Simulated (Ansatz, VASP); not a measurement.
# Two plane-wave programs on Pt

Contents of INCAR:

```
SYSTEM = Pt
PREC     = Accurate       ! precision mode
ENCUT    = 500            ! plane-wave cutoff, eV
EDIFF    = 1E-6           ! SCF threshold, eV
ISMEAR   = 0              ! smearing method
SIGMA    = 0.1            ! smearing width, eV
LREAL    = .FALSE.        ! projectors in reciprocal space
LASPH    = .TRUE.         ! aspherical terms in the spheres
NELM     = 120            ! most SCF steps
ALGO     = Normal         ! electronic algorithm
ISIF     = 2              ! what is computed and relaxed
LWAVE    = .FALSE.        ! write WAVECAR
LCHARG   = .FALSE.        ! write CHGCAR
NBANDS   = 11             ! bands
GGA_COMPAT= .FALSE.
```

File KPOINTS:

```
Automatic mesh
0
G
  8 8 8
  0 0 0
```

POSCAR

```
Pt
1.0
    0.0000000000      1.9600000000      1.9600000000
    1.9600000000      0.0000000000      1.9600000000
    1.9600000000      1.9600000000      0.0000000000
Pt
1
Direct
    0.0000000000      0.0000000000      0.0000000000
```

Input for Ansatz:

```yaml
crystal:
  lattice:
    - [0.0, 1.96, 1.96]
    - [1.96, 0.0, 1.96]
    - [1.96, 1.96, 0.0]
  atoms:
    - { symbol: Pt, position: [0.0, 0.0, 0.0] }
basis:
  ecutwfc: 420
kpoints:
  mp_grid: { grid: [8, 8, 8] }
hamiltonian:
  xc: lda
  pseudopotentials: { kind: paw, azcp: { folder: soft_1 } }
scf:
  occupations: { method: gaussian, width: 0.1 }
output:
  forces: true
  stress: true
  eigenvalues: true
```

Alike in both runs: task single point; functional LDA; k mesh 8 × 8 × 8; occupations gaussian, width 0.1 eV; no spin polarisation.

|  | VASP | Ansatz |
| --- | --- | --- |
| version | VASP 6.6.1 | Ansatz 0.2.0 |
| potentials or method | VASP PAW LDA potentials, release 64 (Pt), cutoff 500 eV | scalar-relativistic, plane waves, PAW |
| valence electrons in the cell | 10 | 18 |

|  | VASP | Ansatz | Ansatz less VASP |
| --- | --- | --- | --- |
| gap on the k mesh at the Fermi level (eV) | none | none | - |
| pressure (GPa) | -5.8 | -6.5 | -0.69 |

Ansatz warns that its potentials were made for another functional, while VASP's fit it. LDA's correlation is that of Perdew and Zunger in VASP and of Perdew and Wang (1992) in Ansatz. A gap of «none» marks a metal or a gap that the smearing closes. VASP's potentials hold 10 valence electrons a cell and Ansatz's 18, so a difference there can come from the potentials and not from the codes.

Neither program's run includes spin-orbit coupling.
